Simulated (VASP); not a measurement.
Crystal: MgS.

```
CELL_PARAMETERS angstrom
0.00000 2.54854 2.54854
2.54854 0.00000 2.54854
2.54854 2.54854 0.00000
ATOMIC_POSITIONS crystal
S 0.50000 0.50000 0.50000
Mg 0.00000 0.00000 0.00000
```

Base run:

```yaml
Program: VASP 6.6.1
Functional: PBE0
Potentials_or_basis: VASP PAW PBE potentials, release 64 (S, Mg)
Cutoff: 520 eV
k_mesh: 6 × 6 × 6
Occupations: fermi-dirac, width 0.05 eV
Spin: no spin polarisation
```

Its results: band gap on the k mesh 4.64 eV (least direct gap 6.07 eV); pressure 4.7 GPa.

Problem. The run is repeated on the same cell with these changes: functional from PBE0 to HSE06; further incar settings from ALGO = Normal; EDIFF = 1e-07; NBANDS = 11 to ALGO = Normal; EDIFF = 1e-06; NBANDS = 11. What comes out?

Solution. Band gap on the k mesh 3.90 eV (least direct gap 5.34 eV); pressure 4.8 GPa.

Caveats: the cell stands under pressure; the PAW data sets were made with another functional, which shifts forces and pressure a little.

A k mesh can miss the band edges.
